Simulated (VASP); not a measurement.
# SrO (Fm-3m) in VASP: further runs

Aim: see how the results for SrO move with the level of theory and the settings. Levels: revPBE+D3(BJ), PBE, PBEsol, LDA. Tasks: single point, relaxation of cell and atoms.

Program: VASP 6.6.1. These are calculated values, not measurements. Logs are shortened: lines on timing, memory, paths and dates and some standing lists are left out, and cuts for length are marked.

## 1. The cell of the first run

Symmetry: Fm-3m, No. 225, cubic system. The conventional cell has a = 5.156 Å, b = 5.156 Å, c = 5.156 Å, α = 90.00°, β = 90.00°, γ = 90.00°. Sr (site symmetry m-3m) has 6 O at 2.58 Å within 3.4 Å. Within 3.4 Å of O (site symmetry m-3m) lie 6 Sr at 2.58 Å.

## 2. Single point, revPBE+D3(BJ)

INCAR

```
SYSTEM = SrO
ALGO = Normal ; EDIFF = 1E-6
ENCUT = 520 ; GGA = RE
ISIF = 2 ; ISMEAR = -1
IVDW = 12 ; LASPH = .TRUE.
LCHARG = .FALSE. ; LREAL = .FALSE.
LWAVE = .FALSE. ; NBANDS = 15
NELM = 80 ; PREC = Accurate
SIGMA = 0.05
```

KPOINTS

```
k-points
0
G
  9 9 9
  0 0 0
```

POSCAR

```
SrO
1.0
    0.0000000000      2.5777666128      2.5777666128
    2.5777666128      0.0000000000      2.5777666128
    2.5777666128      2.5777666128      0.0000000000
Sr O
1 1
Direct
    0.5000000000      0.5000000000      0.5000000000
    0.0000000000      0.0000000000      0.0000000000
```

Potentials or basis: VASP PAW PBE potentials, release 64 (Sr_sv, O).

Launch:

```console
$ cat potpaw_PBE.64/Sr_sv/POTCAR potpaw_PBE.64/O/POTCAR > POTCAR
$ mpirun -np 1 vasp_std > vasp.out
```

OUTCAR:

```text
SYSTEM = SrO
   EDIFF = 1E-6
   ENCUT = 520
   GGA = RE
   ISIF = 2
   ISMEAR = -1
   IVDW = 12
   LASPH = .TRUE.
   LREAL = .FALSE.
   NELM = 80
   PREC = Accurate
 IVDW          = 12

 ion  position               nearest neighbor table
   1  0.500  0.500  0.500-   2 2.58   2 2.58   2 2.58   2 2.58   2 2.58   2 2.58
   2  0.000  0.000  0.000-   1 2.58   1 2.58   1 2.58   1 2.58   1 2.58   1 2.58

  LATTYP: Found a face centered cubic cell.
 ALAT       =     5.1555332256

  Lattice vectors:

 A1 = (   0.0000000000,   2.5777666128,   2.5777666128)
 A2 = (   2.5777666128,   0.0000000000,   2.5777666128)
 A3 = (   2.5777666128,   2.5777666128,   0.0000000000)

Analysis of symmetry for initial positions (statically):
=====================================================================
 Subroutine PRICEL returns:
 Original cell was already a primitive cell.

 Routine SETGRP: Setting up the symmetry group for a
 face centered cubic supercell.

 Subroutine GETGRP returns: Found 48 space group operations
[... 9 lines left out ...]

 Routine SETGRP: Setting up the symmetry group for a
 face centered cubic supercell.

 Subroutine GETGRP returns: Found 48 space group operations
[... 11 lines left out ...]
                                     Primitive cell

  volume of cell :      34.2579

  direct lattice vectors                    reciprocal lattice vectors
     0.000000000  2.577766613  2.577766613    -0.193966357  0.193966357  0.193966357
     2.577766613  0.000000000  2.577766613     0.193966357 -0.193966357  0.193966357
     2.577766613  2.577766613  0.000000000     0.193966357  0.193966357 -0.193966357

  length of vectors
     3.645512504  3.645512504  3.645512504     0.335959586  0.335959586  0.335959586

  position of ions in fractional coordinates (direct lattice)
     0.500000000  0.500000000  0.500000000
     0.000000000  0.000000000  0.000000000

  ion indices of the primitive-cell ions
   primitive index   ion index
                 1           1
                 2           2

----------------------------------------------------------------------------------------

 KPOINTS: k-points

Automatic generation of k-mesh.
 Grid dimensions read from file:
 generate k-points for:    9    9    9

 Generating k-lattice:

  Cartesian coordinates                     Fractional coordinates (reciprocal lattice)
    -0.021551817  0.021551817  0.021551817     0.111111111  0.000000000  0.000000000
     0.021551817 -0.021551817  0.021551817     0.000000000  0.111111111  0.000000000
     0.021551817  0.021551817 -0.021551817     0.000000000  0.000000000  0.111111111

  Length of vectors
     0.037328843  0.037328843  0.037328843

  Shift w.r.t. Gamma in fractional coordinates (k-lattice)
     0.000000000  0.000000000  0.000000000

 Subroutine IBZKPT returns following result:
 ===========================================

 Found     35 irreducible k-points:

 Following reciprocal coordinates:
            Coordinates               Weight
  0.000000  0.000000  0.000000      1.000000
  0.111111  0.000000  0.000000      8.000000
  0.222222  0.000000  0.000000      8.000000
  0.333333  0.000000  0.000000      8.000000
  0.444444  0.000000  0.000000      8.000000
  0.111111  0.111111  0.000000      6.000000
[... 16 lines left out ...]
 -0.333333  0.333333  0.000000     12.000000
  0.444444  0.444444  0.000000      6.000000
 [... further k-points ...]
   k-points           NKPTS =     35   k-points in BZ     NKDIM =     35   number of bands    NBANDS=     15
   number of dos      NEDOS =    301   number of ions     NIONS =      2
   total plane-waves  NPLWV =  21952
   dimension x,y,z NGX =    28 NGY =   28 NGZ =   28
   dimension x,y,z NGXF=    56 NGYF=   56 NGZF=   56
   ions per type =               1   1
   NGX,Y,Z   is equivalent  to a cutoff of  12.77, 12.77, 12.77 a.u.
   NGXF,Y,Z  is equivalent  to a cutoff of  25.54, 25.54, 25.54 a.u.
 SYSTEM =  SrO
   PREC   = accura    normal or accurate (medium, high low for compatibility)
   ISTART =      0    job   : 0-new  1-cont  2-samecut
   ICHARG =      2    charge: 1-file 2-atom 10-const
   ISPIN  =      1    spin polarized calculation?
   LNONCOLLINEAR =      F non collinear calculations
   LSORBIT =      F    spin-orbit coupling
   LASPH  =      T    aspherical Exc in radial PAW
   ENCUT  =  520.0 eV  38.22 Ry    6.18 a.u.   6.78  6.78  6.78*2*pi/ulx,y,z
   NELM   =     80;   NELMIN=  2; NELMDL= -5     # of ELM steps
   EDIFF  = 0.1E-05   stopping-criterion for ELM
   LREAL  =      F    real-space projection
   EDIFFG = 0.1E-04   stopping-criterion for IOM
   NSW    =      0    number of steps for IOM
   IBRION =     -1    ionic relax: 0-MD 1-quasi-New 2-CG
   NFREE  =      0    steps in history (QN), initial steepest desc. (CG)
   ISIF   =      2    stress and relaxation
   ISYM   =      2    0-nonsym 1-usesym 2-fastsym
   POTIM  = 0.5000    time-step for ionic-motion
   TEBEG  =    0.0;   TEEND  =   0.0 temperature during run
   PSTRESS=    0.0 pullay stress
   NELECT =      16.0000    total number of electrons
   NUPDOWN=      -1.0000    fix difference up-down
   EMIN   =  10.00;   EMAX   =-10.00  energy-range for DOS
   EFERMI =   0.00;   METHOD = LEGACY
   ISMEAR =    -1;   SIGMA  =   0.05  broadening in eV -4-tet -1-fermi 0-gaus
   EFERMI_NEDOS =   21; number of points for ismear=-14 and -15
   IALGO  =     38    algorithm
   IMIX   =      4    mixing-type and parameters
     AMIX     =   0.40;   BMIX     =  1.00
     AMIX_MAG =   1.60;   BMIX_MAG =  1.00
  volume/ion in A,a.u.               =      17.13       115.59
  Fermi-wavevector in a.u.,A,eV,Ry     =   1.270168  2.400270 21.950650  1.613327
  Thomas-Fermi vector in A             =   2.403170
   LORBIT       =      0    0 simple, 1 ext, 2 COOP (PROOUT), +10 PAW based schemes
   GGA     = RE    functional components
   LHFCALC =     F    Hartree Fock is set to
   AEXX    =    0.0000 exact exchange contribution
   IVDW    =    12    specifies the selected vdW correction
   LEPSILON=     F    determine dielectric tensor
   LRPA    =     F    only Hartree local field effects (RPA)
 non-spin polarized calculation
  energy-cutoff  :      520.00
  volume of cell :       34.26
 maximum number of plane-waves:       944
   NGX = 13   NGY = 13   NGZ = 13

 number of electron      15.9999997 magnetization

 Free energy of the ion-electron system (eV)
  ---------------------------------------------------
  ext. energy  EPLUGINS =         0.00000000
  ---------------------------------------------------
  free energy    TOTEN  =       -11.43590719 eV

  energy without entropy =      -11.43590719  energy(sigma->0) =      -11.43590719

 E-fermi :   2.7815     XC(G=0):  -9.8022

 val. band max:        1.7595323119   @ k =   0.0000   0.0000   0.0000
 cond. band min:       5.1726798853   @ k =   0.4444   0.4444   0.0000
 fundamental gap:      3.4131475734
 Fermi energy:         2.7815341948

 k-point     1 :       0.0000    0.0000    0.0000
  band No.  band energies     occupation
      1     -30.7302      2.00000
      2     -13.3912      2.00000
      3     -12.3831      2.00000
      4     -12.3831      2.00000
      5     -12.3831      2.00000
      6       1.7595      2.00000
      7       1.7595      2.00000
      8       1.7595      2.00000
      9       5.8185      0.00000
     10       7.9997      0.00000
     11       7.9997      0.00000
     12       7.9997      0.00000
     13      10.1051      0.00000
     14      10.1051      0.00000
     15      14.5940      0.00000

 k-point     2 :       0.1111    0.0000    0.0000
  band No.  band energies     occupation
      1     -30.7150      2.00000
      2     -13.6957      2.00000
      3     -12.3924      2.00000
      4     -12.3924      2.00000
      5     -12.1156      2.00000
      6       1.4021      2.00000
      7       1.6041      2.00000
      8       1.6041      2.00000
      9       6.3714      0.00000
     10       7.8814      0.00000
     11       8.2382      0.00000
     12       8.2382      0.00000
     13      10.4252      0.00000
     14      10.4252      0.00000
     15      15.3740      0.00000

 k-point     3 :       0.2222    0.0000    0.0000
  band No.  band energies     occupation
      1     -30.6764      2.00000
      2     -14.2013      2.00000
      3     -12.4159      2.00000
      4     -12.4159      2.00000
      5     -11.7048      2.00000
      6       0.6930      2.00000
      7       1.2460      2.00000
      8       1.2460      2.00000
      9       7.6086      0.00000
     10       7.8351      0.00000
     11       8.9009      0.00000
     12       8.9009      0.00000
     13      11.2531      0.00000
     14      11.2531      0.00000
     15      17.1053      0.00000

 k-point     4 :       0.3333    0.0000    0.0000
  band No.  band energies     occupation
      1     -30.6319      2.00000
      2     -14.6243      2.00000
      3     -12.4422      2.00000
      4     -12.4422      2.00000
      5     -11.3899      2.00000
      6       0.0531      2.00000
      7       0.8858      2.00000
      8       0.8858      2.00000
      9       7.9928      0.00000
     10       9.0884      0.00000
     11       9.7913      0.00000
     12       9.7913      0.00000
     13      12.3322      0.00000
     14      12.3322      0.00000
     15      17.5874      0.00000
[... 307 lines left out ...]
 k-point    22 :      -0.4444    0.3333    0.0000
  band No.  band energies     occupation
      1     -30.5652      2.00000
      2     -14.1317      2.00000
      3     -13.0675      2.00000
      4     -12.6471      2.00000
      5     -12.0214      2.00000
      6       0.9051      2.00000
      7       1.2096      2.00000
      8       1.2581      2.00000
      9       6.3767      0.00000
     10       9.7984      0.00000
     11      10.5096      0.00000
     12      11.8773      0.00000
     13      12.6107      0.00000
     14      14.8532      0.00000
     15      15.0184      0.00000

 k-point    23 :      -0.3333    0.3333    0.0000
  band No.  band energies     occupation
      1     -30.5687      2.00000
      2     -14.3560      2.00000
      3     -13.0379      2.00000
      4     -12.5775      2.00000
      5     -11.7275      2.00000
      6       0.4645      2.00000
      7       0.9660      2.00000
      8       1.2721      2.00000
      9       7.4973      0.00000
     10       8.9955      0.00000
     11      10.6745      0.00000
     12      11.2748      0.00000
     13      12.9884      0.00000
     14      14.5785      0.00000
     15      16.7239      0.00000

 k-point    24 :       0.4444    0.4444    0.0000
  band No.  band energies     occupation
      1     -30.5654      2.00000
      2     -13.6661      2.00000
      3     -12.9454      2.00000
      4     -12.7224      2.00000
      5     -12.7224      2.00000
      6       1.2106      2.00000
      7       1.6586      2.00000
      8       1.6586      2.00000
      9       5.1727      0.00000
     10       9.4313      0.00000
     11      11.7853      0.00000
     12      12.1756      0.00000
     13      12.5926      0.00000
     14      12.5926      0.00000
     15      15.8366      0.00000

 [... further k-points ...]

------------------------ aborting loop because EDIFF is reached ----------------------------------------

 Edisp (eV)   -0.87564

 E8    (eV) :    -0.6352

  FORCE on cell =-STRESS in cart. coord.  units (eV):
  Direction    XX          YY          ZZ          XY          YZ          ZX
  --------------------------------------------------------------------------------------
  -------------------------------------------------------------------------------------
  Total       0.11808     0.11808     0.11808     0.00000     0.00000    -0.00000
  in kB       5.52227     5.52227     5.52227     0.00000     0.00000    -0.00000
  external pressure =        5.52 kB  Pullay stress =        0.00 kB

 VOLUME and BASIS-vectors are now :
 -----------------------------------------------------------------------------
  energy-cutoff  :      520.00
  volume of cell :       34.26
      direct lattice vectors                 reciprocal lattice vectors
     0.000000000  2.577766613  2.577766613    -0.193966357  0.193966357  0.193966357
     2.577766613  0.000000000  2.577766613     0.193966357 -0.193966357  0.193966357
     2.577766613  2.577766613  0.000000000     0.193966357  0.193966357 -0.193966357

 POSITION                                       TOTAL-FORCE (eV/Angst)
 -----------------------------------------------------------------------------------
      2.57777      2.57777      2.57777         0.000000     -0.000000     -0.000000
      0.00000      0.00000      0.00000        -0.000000      0.000000      0.000000
 -----------------------------------------------------------------------------------
    total drift:                                0.000000      0.000000      0.000000

  FREE ENERGIE OF THE ION-ELECTRON SYSTEM (eV)
  ---------------------------------------------------
  free  energy   TOTEN  =       -12.3115508572 eV

  energy  without entropy=      -12.3115508571  energy(sigma->0) =      -12.31155086
```

It took 11 s on 1 thread of AMD EPYC 9R45 (Zen 5), shared host; peak memory 0.14 GiB.

What came out:

```
Free energy                : -12.3116 eV
Pressure                   : 0.6 GPa
Band gap on the k mesh     : 3.41 eV, indirect (least direct gap 3.51 eV)
Dispersion energy per atom : -0.438 eV
```

Levels at points of the mesh, in eV from the valence-band top:
| k point | band 6 | band 7 | band 8 | band 9 | band 10 | band 11 |
| --- | --- | --- | --- | --- | --- | --- |
| (0.00, 0.00, 0.00) | 0.00 | 0.00 | 0.00 | 4.06 | 6.24 | 6.24 |

Caveat: the PAW data sets were made with another functional, which shifts forces and pressure a little.

(Part 1 of 2 ends here.)
